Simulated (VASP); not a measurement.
# TaSi2 (P6_422) in VASP: single point with PBE

Aim: the single point of TaSi2 with PBE.

All numbers are computed with VASP 6.6.1; they aren't measurements. Logs are shortened: lines on timing, memory, paths and dates and some standing lists are left out, and cuts for length are marked.

### Step 1. The cell of the first run

The structure is hexagonal, space group P6_422 (No. 181). Conventional cell: a = 4.784 Å, b = 4.784 Å, c = 6.570 Å, α = 90.00°, β = 90.00°, γ = 120.00°. Ta (site symmetry 222) has 10 Si at 2.61 to 2.83 Å and 4 Ta at 3.24 Å within 3.4 Å. Within 3.4 Å of Si (site symmetry 2) lie 9 Si at 2.56 to 3.33 Å and 5 Ta at 2.61 to 2.83 Å.

### Step 2. Single point, PBE

The input, POSCAR:

```
TaSi2
1.0
    4.7839000000      0.0000000000      0.0000000000
   -2.3919500000      4.1429789292      0.0000000000
    0.0000000000      0.0000000000      6.5700000000
Ta Si
3 6
Direct
    0.5000000000      0.0000000000      0.0000000000
    0.5000000000      0.5000000000      0.6666666667
    0.0000000000      0.5000000000      0.3333333333
    0.1589700000      0.3179400000      0.0000000000
    0.8410300000      0.1589700000      0.6666666667
    0.6820600000      0.8410300000      0.3333333333
    0.8410300000      0.6820600000      0.0000000000
    0.1589700000      0.8410300000      0.6666666667
    0.3179400000      0.1589700000      0.3333333333
```

The input, INCAR.step1:

```
  PREC = Accurate
  ENCUT = 520
  EDIFF = 1E-7
  ISMEAR = 0
  SIGMA = 0.05
  LREAL = False
  LASPH = True
  NELM = 100
  ALGO = Normal
  ISIF = 2
  LWAVE = False
  LCHARG = True
  LMAXMIX = 4
  GGA = PE
  NBANDS = 38
```

The input, KPOINTS.step1:

```
Automatic mesh
0
Gamma
  9 9 6
```

The input, INCAR.step2:

```
  PREC = Accurate
  ENCUT = 520
  EDIFF = 1E-7
  ISMEAR = -5
  SIGMA = 0.05
  LREAL = False
  LASPH = True
  NELM = 100
  ALGO = Normal
  ISIF = 2
  LWAVE = False
  LCHARG = False
  LMAXMIX = 4
  GGA = PE
  LORBIT = 11
  NBANDS = 38
  NEDOS = 1001
  ICHARG = 11
```

The input, KPOINTS.step2:

```
Automatic mesh
0
Gamma
  14 14 9
```

Potentials or basis: VASP PAW PBE potentials, release 64 (Ta_pv, Si).

The run is started by

```
$ cat potpaw_PBE.64/Ta_pv/POTCAR potpaw_PBE.64/Si/POTCAR > POTCAR
$ cp INCAR.step1 INCAR
$ cp KPOINTS.step1 KPOINTS
$ mpirun -np 1 vasp_std > vasp.out
$ cp INCAR.step2 INCAR
$ cp KPOINTS.step2 KPOINTS
$ mpirun -np 1 vasp_std > vasp.out
```

OUTCAR:

```text
PREC = Accurate
   ENCUT = 520
   EDIFF = 1E-7
   ISMEAR = -5
   LREAL = False
   LASPH = True
   NELM = 100
   ISIF = 2
   GGA = PE
   LORBIT = 11
   ICHARG = 11

 ion  position               nearest neighbor table
   1  0.500  0.000  0.000-   6 2.61   9 2.61   8 2.61   5 2.61   4 2.73   7 2.73   7 2.73   4 2.73
                             4 2.83   7 2.83   2 3.24   2 3.24   3 3.24   3 3.24
   2  0.500  0.500  0.667-   4 2.61   7 2.61   6 2.61   9 2.61   8 2.73   5 2.73   8 2.73   5 2.73
                             8 2.83   5 2.83   1 3.24   1 3.24   3 3.24   3 3.24
   3  0.000  0.500  0.333-   4 2.61   7 2.61   5 2.61   8 2.61   6 2.73   9 2.73   9 2.73   6 2.73
                             6 2.83   9 2.83   1 3.24   1 3.24   2 3.24   2 3.24
   4  0.159  0.318  0.000-   5 2.56   9 2.56   3 2.61   2 2.61   7 2.63   1 2.73   1 2.73   1 2.83
                             7 2.83   7 2.83
   5  0.841  0.159  0.667-   4 2.56   6 2.56   1 2.61   3 2.61   8 2.63   2 2.73   2 2.73   2 2.83
                             8 2.83   8 2.83
   6  0.682  0.841  0.333-   7 2.56   5 2.56   1 2.61   2 2.61   9 2.63   3 2.73   3 2.73   3 2.83
                             9 2.83   9 2.83
   7  0.841  0.682  0.000-   8 2.56   6 2.56   3 2.61   2 2.61   4 2.63   1 2.73   1 2.73   1 2.83
                             4 2.83   4 2.83
   8  0.159  0.841  0.667-   7 2.56   9 2.56   1 2.61   3 2.61   5 2.63   2 2.73   2 2.73   2 2.83
                             5 2.83   5 2.83
   9  0.318  0.159  0.333-   4 2.56   8 2.56   1 2.61   2 2.61   6 2.63   3 2.73   3 2.73   3 2.83
                             6 2.83   6 2.83

  LATTYP: Found a hexagonal cell.
 ALAT       =     4.7839000000
 C/A-ratio  =     1.3733564665

  Lattice vectors:

 A1 = (   4.7839000000,   0.0000000000,   0.0000000000)
 A2 = (  -2.3919500000,   4.1429789292,   0.0000000000)
 A3 = (   0.0000000000,   0.0000000000,   6.5700000000)

Analysis of symmetry for initial positions (statically):
=====================================================================
 Subroutine PRICEL returns:
 Original cell was already a primitive cell.

 Routine SETGRP: Setting up the symmetry group for a
 hexagonal supercell.

 Subroutine GETGRP returns: Found 12 space group operations
 (whereof  4 operations were pure point group operations)
 out of a pool of 24 trial point group operations.

The static configuration has the point symmetry D_2 .
 The point group associated with its full space group is D_6 .

Analysis of symmetry for dynamics (positions and initial velocities):
=====================================================================
 Subroutine PRICEL returns:
 Original cell was already a primitive cell.

 Routine SETGRP: Setting up the symmetry group for a
 hexagonal supercell.

 Subroutine GETGRP returns: Found 12 space group operations
 (whereof  4 operations were pure point group operations)
 out of a pool of 24 trial point group operations.

The dynamic configuration has the point symmetry D_2 .
 The point group associated with its full space group is D_6 .

 Subroutine INISYM returns: Found 12 space group operations
 (whereof  4 operations are pure point group operations),
 and found     1 'primitive' translations

----------------------------------------------------------------------------------------

                                     Primitive cell

  volume of cell :     130.2148

  direct lattice vectors                    reciprocal lattice vectors
     4.783900000  0.000000000  0.000000000     0.209034470  0.120686107  0.000000000
    -2.391950000  4.142978929  0.000000000     0.000000000  0.241372215  0.000000000
     0.000000000  0.000000000  6.570000000     0.000000000  0.000000000  0.152207002

  length of vectors
     4.783900000  4.783900000  6.570000000     0.241372215  0.241372215  0.152207002

  position of ions in fractional coordinates (direct lattice)
     0.500000000  0.000000000  0.000000000
     0.500000000  0.500000000  0.666666667
     0.000000000  0.500000000  0.333333333
     0.158970000  0.317940000  0.000000000
     0.841030000  0.158970000  0.666666667
     0.682060000  0.841030000  0.333333333
     0.841030000  0.682060000  0.000000000
     0.158970000  0.841030000  0.666666667
     0.317940000  0.158970000  0.333333333

  ion indices of the primitive-cell ions
   primitive index   ion index
                 1           1
                 2           2
                 3           3
                 4           4
                 5           5
                 6           6
                 7           7
                 8           8
                 9           9

----------------------------------------------------------------------------------------

 KPOINTS: Automatic mesh

Automatic generation of k-mesh.
 Grid dimensions read from file:
 generate k-points for:   14   14    9

 Generating k-lattice:

  Cartesian coordinates                     Fractional coordinates (reciprocal lattice)
     0.014931034  0.008620436  0.000000000     0.071428571  0.000000000  0.000000000
     0.000000000  0.017240872  0.000000000     0.000000000  0.071428571  0.000000000
     0.000000000  0.000000000  0.016911889     0.000000000  0.000000000  0.111111111

  Length of vectors
     0.017240872  0.017240872  0.016911889

  Shift w.r.t. Gamma in fractional coordinates (k-lattice)
     0.000000000  0.000000000  0.000000000

 TETIRR: Found   1729 inequivalent tetrahedra from    10584

 Subroutine IBZKPT returns following result:
 ===========================================

 Found    120 irreducible k-points:

 Following reciprocal coordinates:
            Coordinates               Weight
  0.000000  0.000000  0.000000      1.000000
  0.071429 -0.000000  0.000000      6.000000
  0.142857 -0.000000  0.000000      6.000000
  0.214286  0.000000  0.000000      6.000000
  0.285714 -0.000000  0.000000      6.000000
  0.357143 -0.000000  0.000000      6.000000
[... 16 lines left out ...]
  0.285714  0.285714  0.000000      6.000000
  0.357143  0.285714  0.000000      6.000000
 [... further k-points ...]
   k-points           NKPTS =    120   k-points in BZ     NKDIM =    120   number of bands    NBANDS=     38
   number of dos      NEDOS =   1001   number of ions     NIONS =      9
   total plane-waves  NPLWV =  64800
   dimension x,y,z NGX =    36 NGY =   36 NGZ =   50
   dimension x,y,z NGXF=    72 NGYF=   72 NGZF=  100
   ions per type =               3   6
   NGX,Y,Z   is equivalent  to a cutoff of  12.51, 12.51, 12.65 a.u.
   NGXF,Y,Z  is equivalent  to a cutoff of  25.02, 25.02, 25.30 a.u.
 SYSTEM =  unknown system
   PREC   = accura    normal or accurate (medium, high low for compatibility)
   ISTART =      0    job   : 0-new  1-cont  2-samecut
   ICHARG =     11    charge: 1-file 2-atom 10-const
   ISPIN  =      1    spin polarized calculation?
   LNONCOLLINEAR =      F non collinear calculations
   LSORBIT =      F    spin-orbit coupling
   LASPH  =      T    aspherical Exc in radial PAW
   ENCUT  =  520.0 eV  38.22 Ry    6.18 a.u.   8.89  8.89 12.22*2*pi/ulx,y,z
   NELM   =    100;   NELMIN=  2; NELMDL=  0     # of ELM steps
   EDIFF  = 0.1E-06   stopping-criterion for ELM
   LREAL  =      F    real-space projection
   EDIFFG = 0.1E-05   stopping-criterion for IOM
   NSW    =      0    number of steps for IOM
   IBRION =     -1    ionic relax: 0-MD 1-quasi-New 2-CG
   NFREE  =      0    steps in history (QN), initial steepest desc. (CG)
   ISIF   =      2    stress and relaxation
   ISYM   =      2    0-nonsym 1-usesym 2-fastsym
   POTIM  = 0.5000    time-step for ionic-motion
   TEBEG  =    0.0;   TEEND  =   0.0 temperature during run
   PSTRESS=    0.0 pullay stress
   NELECT =      57.0000    total number of electrons
   NUPDOWN=      -1.0000    fix difference up-down
   EMIN   =  10.00;   EMAX   =-10.00  energy-range for DOS
   EFERMI =   0.00;   METHOD = LEGACY
   ISMEAR =    -5;   SIGMA  =   0.05  broadening in eV -4-tet -1-fermi 0-gaus
   EFERMI_NEDOS =   21; number of points for ismear=-14 and -15
   IALGO  =     38    algorithm
   IMIX   =      4    mixing-type and parameters
     AMIX     =   0.40;   BMIX     =  1.00
     AMIX_MAG =   1.60;   BMIX_MAG =  1.00
  volume/ion in A,a.u.               =      14.47        97.64
  Fermi-wavevector in a.u.,A,eV,Ry     =   1.243025  2.348976 21.022500  1.545110
  Thomas-Fermi vector in A             =   2.377353
   LORBIT       =     11    0 simple, 1 ext, 2 COOP (PROOUT), +10 PAW based schemes
   GGA     = PE    functional components
   LHFCALC =     F    Hartree Fock is set to
   AEXX    =    0.0000 exact exchange contribution
   IVDW    =     0    specifies the selected vdW correction
   LEPSILON=     F    determine dielectric tensor
   LRPA    =     F    only Hartree local field effects (RPA)
 non-spin polarized calculation
 Fermi weights with tetrahedron method with Bloechl corrections
  energy-cutoff  :      520.00
  volume of cell :      130.21
 maximum number of plane-waves:      3524
 NGX is ok and might be reduce to    36

 number of electron      57.0000004 magnetization

 Free energy of the ion-electron system (eV)
  ---------------------------------------------------
  ext. energy  EPLUGINS =         0.00000000
  ---------------------------------------------------
  free energy    TOTEN  =       -72.24815425 eV

  energy without entropy =      -72.24815425  energy(sigma->0) =      -72.24815425

 E-fermi :   9.3548     XC(G=0): -12.0754

 val. band max:        9.3831667734   @ k =   0.4286   0.1429   0.0000
 cond. band min:       9.3744749015   @ k =   0.4286   0.0714   0.0000
 fundamental gap:     -0.0086918720
 Fermi energy:         9.3547686940

 k-point     1 :       0.0000    0.0000    0.0000
  band No.  band energies     occupation
      1     -25.0036      2.00000
      2     -25.0000      2.00000
      3     -24.9999      2.00000
      4     -24.9310      2.00000
      5     -24.9310      2.00000
      6     -24.8381      2.00000
[... 30 lines left out ...]
     37      13.2777      0.00000
     38      13.3956      0.00000

 k-point     2 :       0.0714   -0.0000    0.0000
  band No.  band energies     occupation
      1     -25.0137      2.00000
      2     -25.0011      2.00000
      3     -24.9904      2.00000
      4     -24.9314      2.00000
      5     -24.9303      2.00000
      6     -24.8403      2.00000
[... 30 lines left out ...]
     37      13.2326      0.00000
     38      13.2850      0.00000

 k-point     3 :       0.1429   -0.0000    0.0000
  band No.  band energies     occupation
      1     -25.0251      2.00000
      2     -25.0042      2.00000
      3     -24.9808      2.00000
      4     -24.9327      2.00000
      5     -24.9283      2.00000
      6     -24.8427      2.00000
[... 30 lines left out ...]
     37      13.0309      0.00000
[... 781 lines left out ...]
 k-point    23 :       0.2857    0.2857    0.0000
  band No.  band energies     occupation
      1     -25.0557      2.00000
      2     -25.0092      2.00000
      3     -24.9929      2.00000
      4     -24.9241      2.00000
      5     -24.9041      2.00000
      6     -24.8793      2.00000
[... 30 lines left out ...]
     37      12.1330      0.00000
     38      13.2669      0.00000

 k-point    24 :       0.3571    0.2857    0.0000
  band No.  band energies     occupation
      1     -25.0563      2.00000
      2     -25.0063      2.00000
      3     -24.9972      2.00000
      4     -24.9241      2.00000
      5     -24.8982      2.00000
      6     -24.8855      2.00000
[... 30 lines left out ...]
     37      12.3587      0.00000
     38      12.9051      0.00000

 [... further k-points ...]

------------------------ aborting loop because EDIFF is reached ----------------------------------------

  FORCE on cell =-STRESS in cart. coord.  units (eV):
  Direction    XX          YY          ZZ          XY          YZ          ZX
  --------------------------------------------------------------------------------------
  -------------------------------------------------------------------------------------
  Total        1.9279043      1.9279043      2.3268122     -0.0000000     -0.0000000      0.0000000
  in kB       23.7211571     23.7211571     28.6293654     -0.0000000     -0.0000000      0.0000000
  external PRESSURE =      25.3572266 kB  Pullay stress =       0.0000000 kB

 VOLUME and BASIS-vectors are now :
 -----------------------------------------------------------------------------
  energy-cutoff  :      520.00
  volume of cell :      130.21
      direct lattice vectors                 reciprocal lattice vectors
     4.783900000  0.000000000  0.000000000     0.209034470  0.120686107  0.000000000
    -2.391950000  4.142978929  0.000000000     0.000000000  0.241372215  0.000000000
     0.000000000  0.000000000  6.570000000     0.000000000  0.000000000  0.152207002

 POSITION                                       TOTAL-FORCE (eV/Angst)
 -----------------------------------------------------------------------------------
      2.39195      0.00000      0.00000         0.000000      0.000000      0.000000
      1.19598      2.07149      4.38000         0.000000     -0.000000     -0.000000
     -1.19598      2.07149      2.19000         0.000000     -0.000000     -0.000000
     -0.00000      1.31722      0.00000         0.000000     -0.013568      0.000000
      3.64316      0.65861      4.38000         0.011750     -0.006784      0.000000
      1.25121      3.48437      2.19000         0.011750      0.006784      0.000000
      2.39195      2.82576      0.00000         0.000000      0.013568      0.000000
     -1.25121      3.48437      4.38000        -0.011750      0.006784      0.000000
      1.14074      0.65861      2.19000        -0.011750     -0.006784      0.000000
 -----------------------------------------------------------------------------------
    total drift:                               -0.000000      0.000000      0.000000

  FREE ENERGIE OF THE ION-ELECTRON SYSTEM (eV)
  ---------------------------------------------------
  free  energy   TOTEN  =       -72.2481542477 eV

  energy  without entropy=      -72.2481542477  energy(sigma->0) =      -72.24815425

 total charge

# of ion       s       p       d       tot
------------------------------------------
    1        0.287   6.194   2.521   9.002
    2        0.287   6.194   2.521   9.002
    3        0.287   6.194   2.521   9.002
    4        0.752   0.885   0.000   1.637
    5        0.752   0.885   0.000   1.637
    6        0.752   0.885   0.000   1.637
    7        0.752   0.885   0.000   1.637
    8        0.752   0.885   0.000   1.637
    9        0.752   0.885   0.000   1.637
--------------------------------------------------
tot          5.374  23.893   7.562  36.830
```

Wall time 4.4 min (1 thread of Intel Xeon 6975P-C (Granite Rapids), shared host); peak memory 0.54 GiB.

What came out:

```
Valence electrons inside the program's atomic spheres : Ta 9.00; Si 1.64
```

Caveat: spin-orbit coupling is left out, which moves the levels of the heavy elements; an odd number of electrons without spin polarisation forces a metal; a magnetic or distorted state may lie lower.
